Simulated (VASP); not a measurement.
**As: single point with PBE**

Crystal: As.

```xyz
4
Lattice="3.5652 0.0000 0.0000 -1.7826 3.0876 0.0000 0.0000 0.0000 5.9405" Properties=species:S:1:pos:R:3 pbc="T T T"
As    0.0000    0.0000    4.7676
As    0.0000    0.0000    1.1729
As    0.0000    2.0584    3.6510
As    1.7826    1.0292    2.2894
```

The cell was built from a structure type or drawn by symmetry, and may not be a known phase.

```
Program             : VASP 6.6.1
Task                : single point
Functional          : PBE
Potentials or basis : VASP PAW PBE potentials, release 64 (As)
Cutoff              : 520 eV
k mesh              : 6 × 6 × 4
Occupations         : gaussian, width 0.1 eV
Spin                : no spin polarisation
```

| Quantity | Value |
| --- | --- |
| Pressure | 52.0 GPa |
| Largest force | 2.041 eV/Å |
| Band gap on the k mesh | zero (bands 10 and 11 overlap by 2.54 eV) |

Forces in eV/Å, atoms in the order of the input:
```
As   0.000  0.000  2.041
As   0.000  0.000 -2.041
As   0.000  0.000 -0.040
As   0.000  0.000  0.040
```

Stress tensor (GPa, compression positive):
```
51.53  0.00  0.00
 0.00 51.53  0.00
 0.00  0.00 52.91
```

Levels at points of the mesh, in eV from the Fermi level:
```tsv
k point	band 7	band 8	band 9	band 10	band 11	band 12	band 13	band 14
(0.00, 0.00, 0.00)	-3.33	-3.08	-2.85	-0.82	0.53	0.53	1.65	2.53
(0.50, 0.00, 0.00)	-5.58	-3.85	-3.19	-0.86	0.50	1.69	2.62	5.04
(0.00, 0.00, 0.50)	-2.73	-2.73	-1.02	-0.77	-0.77	-0.52	1.72	3.27
(0.50, 0.00, 0.50)	-5.68	-4.16	-3.82	-1.69	0.18	1.17	2.98	4.45
```

It took 41 s on 1 thread of Intel(R) Xeon(R) Platinum 8375C CPU @ 2.90GHz (Ice Lake) (shared host), peak memory 0.18 GiB.

Caveat: the cell stands under pressure; forces of over 1 eV/Å act on the atoms, so gaps and moduli don't describe the material at rest.
